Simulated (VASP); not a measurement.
# F2 in VASP: single point with PBEsol

Aim: the single point of F2 with PBEsol.

All numbers are computed with VASP 6.6.1; they aren't measurements. Logs are shortened: lines on timing, memory, paths and dates and some standing lists are left out, and cuts for length are marked.

## (1) The cell of the first run

The cell holds a molecule in a box, 2 atoms: a = 10.000 Å, b = 10.500 Å, c = 11.000 Å, α = 90.00°, β = 90.00°, γ = 90.00°.

## (2) Single point, PBEsol

Input file INCAR:

```
ALGO     = Normal         # electronic algorithm
EDIFF    = 1E-6           # SCF threshold, eV
ENCUT    = 520            # plane-wave cutoff, eV
GGA      = PS             # functional
GGA_COMPAT= False        
ISIF     = 2              # what is computed and relaxed
ISMEAR   = 0              # smearing method
LASPH    = True           # aspherical terms in the spheres
LCHARG   = False          # write CHGCAR
LREAL    = False          # projectors in reciprocal space
LWAVE    = False          # write WAVECAR
NBANDS   = 14             # bands
NELM     = 120            # most SCF steps
NELMDL   = -8           
PREC     = Accurate       # precision mode
SIGMA    = 0.01           # smearing width, eV
```

Input file KPOINTS:

```
k-points
0
Gamma
  1 1 1
```

Input file POSCAR:

```
F
1.0
   10.0000000000      0.0000000000      0.0000000000
    0.0000000000     10.5000000000      0.0000000000
    0.0000000000      0.0000000000     11.0000000000
F
2
Direct
    0.5000000000      0.5000000000      0.4364763436
    0.5000000000      0.5000000000      0.5635236564
```

Potentials or basis: VASP PAW PBE potentials, release 64 (F).

Launch:

```sh
cat potpaw_PBE.64/F/POTCAR > POTCAR
mpirun -np 1 vasp_gam > vasp.out
```

OUTCAR:

```text
EDIFF = 1E-6
   ENCUT = 520
   GGA = PS
   ISIF = 2
   ISMEAR = 0
   LASPH = True
   LREAL = False
   NELM = 120
   NELMDL = -8
   PREC = Accurate

 ion  position               nearest neighbor table
   1  0.500  0.500  0.436-   2 1.40
   2  0.500  0.500  0.564-   1 1.40

  LATTYP: Found a simple orthorhombic cell.
 ALAT       =    10.0000000000
 B/A-ratio  =     1.0500000000
 C/A-ratio  =     1.1000000000

  Lattice vectors:

 A1 = (  10.0000000000,   0.0000000000,   0.0000000000)
 A2 = (   0.0000000000,  10.5000000000,   0.0000000000)
 A3 = (   0.0000000000,   0.0000000000,  11.0000000000)

Analysis of symmetry for initial positions (statically):
=====================================================================
 Subroutine PRICEL returns:
 Original cell was already a primitive cell.

 Routine SETGRP: Setting up the symmetry group for a
 simple orthorhombic supercell.

 Subroutine GETGRP returns: Found  8 space group operations
 (whereof  8 operations were pure point group operations)
 out of a pool of  8 trial point group operations.

The static configuration has the point symmetry D_2h.

Analysis of symmetry for dynamics (positions and initial velocities):
=====================================================================
 Subroutine PRICEL returns:
 Original cell was already a primitive cell.

 Routine SETGRP: Setting up the symmetry group for a
 simple orthorhombic supercell.

 Subroutine GETGRP returns: Found  8 space group operations
 (whereof  8 operations were pure point group operations)
 out of a pool of  8 trial point group operations.

The dynamic configuration has the point symmetry D_2h.

 Subroutine INISYM returns: Found  8 space group operations
 (whereof  8 operations are pure point group operations),
 and found     1 'primitive' translations

----------------------------------------------------------------------------------------

                                     Primitive cell

  volume of cell :    1155.0000

  direct lattice vectors                    reciprocal lattice vectors
    10.000000000  0.000000000  0.000000000     0.100000000  0.000000000  0.000000000
     0.000000000 10.500000000  0.000000000     0.000000000  0.095238095  0.000000000
     0.000000000  0.000000000 11.000000000     0.000000000  0.000000000  0.090909091

  length of vectors
    10.000000000 10.500000000 11.000000000     0.100000000  0.095238095  0.090909091

  position of ions in fractional coordinates (direct lattice)
     0.500000000  0.500000000  0.436476344
     0.500000000  0.500000000  0.563523656

  ion indices of the primitive-cell ions
   primitive index   ion index
                 1           1
                 2           2

----------------------------------------------------------------------------------------

 KPOINTS: k-points

Automatic generation of k-mesh.
 Grid dimensions read from file:
 generate k-points for:    1    1    1

 Generating k-lattice:

  Cartesian coordinates                     Fractional coordinates (reciprocal lattice)
     0.100000000  0.000000000  0.000000000     1.000000000  0.000000000  0.000000000
     0.000000000  0.095238095  0.000000000     0.000000000  1.000000000  0.000000000
     0.000000000  0.000000000  0.090909091     0.000000000  0.000000000  1.000000000

  Length of vectors
     0.100000000  0.095238095  0.090909091

  Shift w.r.t. Gamma in fractional coordinates (k-lattice)
     0.000000000  0.000000000  0.000000000

 Subroutine IBZKPT returns following result:
 ===========================================

 Found      1 irreducible k-points:

 Following reciprocal coordinates:
            Coordinates               Weight
  0.000000  0.000000  0.000000      1.000000
   k-points           NKPTS =      1   k-points in BZ     NKDIM =      1   number of bands    NBANDS=     14
   number of dos      NEDOS =    301   number of ions     NIONS =      2
   total plane-waves  NPLWV = 537600
   dimension x,y,z NGX =    80 NGY =   80 NGZ =   84
   dimension x,y,z NGXF=   160 NGYF=  160 NGZF=  168
   ions per type =               2
   NGX,Y,Z   is equivalent  to a cutoff of  13.30, 12.67, 12.70 a.u.
   NGXF,Y,Z  is equivalent  to a cutoff of  26.60, 25.33, 25.39 a.u.
 SYSTEM =  unknown system
   PREC   = accura    normal or accurate (medium, high low for compatibility)
   ISTART =      0    job   : 0-new  1-cont  2-samecut
   ICHARG =      2    charge: 1-file 2-atom 10-const
   ISPIN  =      1    spin polarized calculation?
   LNONCOLLINEAR =      F non collinear calculations
   LSORBIT =      F    spin-orbit coupling
   LASPH  =      T    aspherical Exc in radial PAW
   ENCUT  =  520.0 eV  38.22 Ry    6.18 a.u.  18.59 19.52 20.45*2*pi/ulx,y,z
   NELM   =    120;   NELMIN=  2; NELMDL= -8     # of ELM steps
   EDIFF  = 0.1E-05   stopping-criterion for ELM
   LREAL  =      F    real-space projection
   EDIFFG = 0.1E-04   stopping-criterion for IOM
   NSW    =      0    number of steps for IOM
   IBRION =     -1    ionic relax: 0-MD 1-quasi-New 2-CG
   NFREE  =      0    steps in history (QN), initial steepest desc. (CG)
   ISIF   =      2    stress and relaxation
   ISYM   =      2    0-nonsym 1-usesym 2-fastsym
   POTIM  = 0.5000    time-step for ionic-motion
   TEBEG  =    0.0;   TEEND  =   0.0 temperature during run
   PSTRESS=    0.0 pullay stress
   NELECT =      14.0000    total number of electrons
   NUPDOWN=      -1.0000    fix difference up-down
   EMIN   =  10.00;   EMAX   =-10.00  energy-range for DOS
   EFERMI =   0.00;   METHOD = LEGACY
   ISMEAR =     0;   SIGMA  =   0.01  broadening in eV -4-tet -1-fermi 0-gaus
   EFERMI_NEDOS =   21; number of points for ismear=-14 and -15
   IALGO  =     38    algorithm
   IMIX   =      4    mixing-type and parameters
     AMIX     =   0.40;   BMIX     =  1.00
     AMIX_MAG =   1.60;   BMIX_MAG =  1.00
  volume/ion in A,a.u.               =     577.50      3897.16
  Fermi-wavevector in a.u.,A,eV,Ry     =   0.376060  0.710650  1.924149  0.141421
  Thomas-Fermi vector in A             =   1.307622
   LORBIT       =      0    0 simple, 1 ext, 2 COOP (PROOUT), +10 PAW based schemes
   GGA     = PS    functional components
   LHFCALC =     F    Hartree Fock is set to
   AEXX    =    0.0000 exact exchange contribution
   IVDW    =     0    specifies the selected vdW correction
   LEPSILON=     F    determine dielectric tensor
   LRPA    =     F    only Hartree local field effects (RPA)
 non-spin polarized calculation
 Gauss-broadening in eV      SIGMA  =   0.01
  energy-cutoff  :      520.00
  volume of cell :     1155.00
 maximum number of plane-waves:     15548
 NGX is ok and might be reduce to    80
   NGX = 37   NGY = 39   NGZ = 41

 number of electron      13.9999989 magnetization

 Free energy of the ion-electron system (eV)
  ---------------------------------------------------
  ext. energy  EPLUGINS =         0.00000000
  ---------------------------------------------------
  free energy    TOTEN  =        -3.86398820 eV

  energy without entropy =       -3.86398820  energy(sigma->0) =       -3.86398820

 E-fermi :  -9.1038     XC(G=0):  -0.4561

 val. band max:       -9.2119568189   @ k =   0.0000   0.0000   0.0000
 cond. band min:      -5.5470674425   @ k =   0.0000   0.0000   0.0000
 fundamental gap:      3.6648893764
 Fermi energy:        -9.1038104521

 k-point     1 :       0.0000    0.0000    0.0000
  band No.  band energies     occupation
      1     -34.0638      2.00000
      2     -27.3324      2.00000
      3     -15.3908      2.00000
      4     -12.7749      2.00000
      5     -12.7749      2.00000
      6      -9.2120      2.00000
      7      -9.2120      2.00000
      8      -5.5471      0.00000
      9      -0.2349      0.00000
     10       0.9947      0.00000
     11       1.0176      0.00000
     12       1.1486      0.00000
     13       1.2707      0.00000
     14       1.2778      0.00000

------------------------ aborting loop because EDIFF is reached ----------------------------------------

  FORCE on cell =-STRESS in cart. coord.  units (eV):
  Direction    XX          YY          ZZ          XY          YZ          ZX
  --------------------------------------------------------------------------------------
  -------------------------------------------------------------------------------------
  Total       -0.1199978     -0.1252439      0.5487207      0.0000000      0.0000000      0.0000000
  in kB       -0.1664570     -0.1737341      0.7611670      0.0000000      0.0000000      0.0000000
  external PRESSURE =       0.1403253 kB  Pullay stress =       0.0000000 kB

 VOLUME and BASIS-vectors are now :
 -----------------------------------------------------------------------------
  energy-cutoff  :      520.00
  volume of cell :     1155.00
      direct lattice vectors                 reciprocal lattice vectors
    10.000000000  0.000000000  0.000000000     0.100000000  0.000000000  0.000000000
     0.000000000 10.500000000  0.000000000     0.000000000  0.095238095  0.000000000
     0.000000000  0.000000000 11.000000000     0.000000000  0.000000000  0.090909091

 POSITION                                       TOTAL-FORCE (eV/Angst)
 -----------------------------------------------------------------------------------
      5.00000      5.25000      4.80124         0.000000      0.000000     -0.461310
      5.00000      5.25000      6.19876         0.000000     -0.000000      0.461310
 -----------------------------------------------------------------------------------
    total drift:                                0.000000      0.000000     -0.000000

  FREE ENERGIE OF THE ION-ELECTRON SYSTEM (eV)
  ---------------------------------------------------
  free  energy   TOTEN  =        -3.8639882024 eV

  energy  without entropy=       -3.8639882024  energy(sigma->0) =       -3.86398820
```

Run time: 36 s. Hardware: 1 thread of Intel Xeon 6975P-C (Granite Rapids), shared host; peak memory 0.83 GiB.

Results:

```
Free energy                     : -3.8640 eV
Largest force                   : 0.461 eV/Å
Gap between the frontier levels : 3.66 eV
```

Forces in eV/Å, atoms in the order of the input:
```
F    0.000  0.000 -0.461
F    0.000  0.000  0.461
```

Levels at points of the mesh, in eV from the valence-band top:
```csv
k point,band 5,band 6,band 7,band 8,band 9,band 10
"(0.00, 0.00, 0.00)",-3.56,0.00,0.00,3.66,8.98,10.21
```

Caveat: the PAW data sets were made with another functional, which shifts forces and pressure a little.
